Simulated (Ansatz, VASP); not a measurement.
One calculation of Al3Pd, two programs

The input INCAR:

```
ALGO = Fast
EDIFF = 1E-7
EDIFFG = -0.01
ENCUT = 600
GGA = PE
IBRION = 2
ISIF = 3
ISMEAR = 0
LASPH = True
LCHARG = False
LREAL = False
LWAVE = False
NELM = 100
NSW = 100
PREC = Accurate
SIGMA = 0.1
```

Contents of KPOINTS:

```
k-points
0
Gamma
  12 12 10
```

Contents of POSCAR:

```
Al3Pd
1.0
    4.4553824152      0.0000000000      0.0000000000
   -2.2276912076      3.8584743552      0.0000000000
    0.0000000000      0.0000000000      4.8867474755
Al Pd
3 1
Direct
    0.3333333333      0.6666666667      0.0000000000
    0.6666666667      0.3333333333      0.0000000000
    0.0000000000      0.0000000000      0.5000000000
    0.0000000000      0.0000000000      0.0000000000
```

Input for Ansatz:

```yaml
crystal:
  lattice:
    - [4.4553824152, 0.0, 0.0]
    - [-2.2276912076, 3.8584743552, 0.0]
    - [0.0, 0.0, 4.8867474755]
  atoms:
    - { symbol: Al, position: [0.3333333333, 0.6666666667, 0.0] }
    - { symbol: Al, position: [0.6666666667, 0.3333333333, 0.0] }
    - { symbol: Al, position: [0.0, 0.0, 0.5] }
    - { symbol: Pd, position: [0.0, 0.0, 0.0] }
basis:
  ecutwfc: 420
kpoints:
  mp_grid: { grid: [12, 12, 10] }
hamiltonian:
  xc: pbe
scf:
  occupations: { method: gaussian, width: 0.1 }
output:
  forces: true
  stress: true
  eigenvalues: true
  write_density: true
  write_potential: true
  elf: true
  volumetric_format: npy
relax:
  adjacent_minimum: "off"
  f_tol: 0.01
  max_steps: 80
  cell: { stress_tol: 0.05 }
```

Alike in both runs: task relaxation of cell and atoms; functional PBE; k mesh 12 × 12 × 10; occupations gaussian, width 0.1 eV; no spin polarisation.

|  | VASP | Ansatz |
| --- | --- | --- |
| version | VASP 6.6.1 | Ansatz 0.2.0 |
| potentials or method | VASP PAW PBE potentials, release 64 (Al, Pd), cutoff 600 eV | scalar-relativistic, plane waves, PAW |
| valence electrons in the cell | 19 | 27 |

|  | VASP | Ansatz | Ansatz less VASP |
| --- | --- | --- | --- |
| gap on the k mesh at the Fermi level, each at its own relaxed structure (eV) | none | none | - |
| relaxed volume (Å³/atom) | 20.94 | 20.96 | +0.012 |
| relaxed length of the cell vector where the two differ most in proportion (Å) | 4.823 | 4.824 | +0.0017 |

A gap of «none» marks a metal or a gap that the smearing closes. VASP's potentials hold 19 valence electrons a cell and Ansatz's 27, so a difference there can come from the potentials and not from the codes.
